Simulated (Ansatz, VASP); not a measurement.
# CdF2 in VASP and in Ansatz

```
Cd F
1.0
     0.00000    2.76947    2.59112
     2.71563    0.00000    2.59112
     2.71563    2.76947    0.00000
Cd F
1 2
Direct
  0.00000 0.00000 0.00000
  0.25000 0.25000 0.25000
  0.75000 0.75000 0.75000
```

Change from the starting cell: strain +e along x and -e along y -0.0100, strain +e along z and -e/2 along x and y -0.0375.

Alike in both runs: task single point; functional PBEsol; k mesh 8 × 8 × 8; occupations gaussian, width 0.05 eV; no spin polarisation.

|  | VASP | Ansatz |
| --- | --- | --- |
| version | VASP 6.6.1 | Ansatz 0.2.0 |
| potentials or method | VASP PAW PBE potentials, release 64 (Cd, F), cutoff 520 eV | scalar-relativistic, plane waves, PAW |
| valence electrons in the cell | 26 | 34 |

|  | VASP | Ansatz | Ansatz less VASP |
| --- | --- | --- | --- |
| gap on the k mesh at the Fermi level (eV) | 2.80 | 2.83 | +0.033 |
| least direct gap on the mesh (eV) | 3.29 | 3.32 | +0.032 |
| pressure (GPa) | 0.9 | 0.1 | -0.80 |
| traceless stress, the component that is largest in VASP (GPa) | 4.23 | 4.30 | +0.067 |

VASP's potentials were made for PBE, not for PBEsol. VASP's potentials hold 26 valence electrons a cell and Ansatz's 34, so a difference there can come from the potentials and not from the codes.
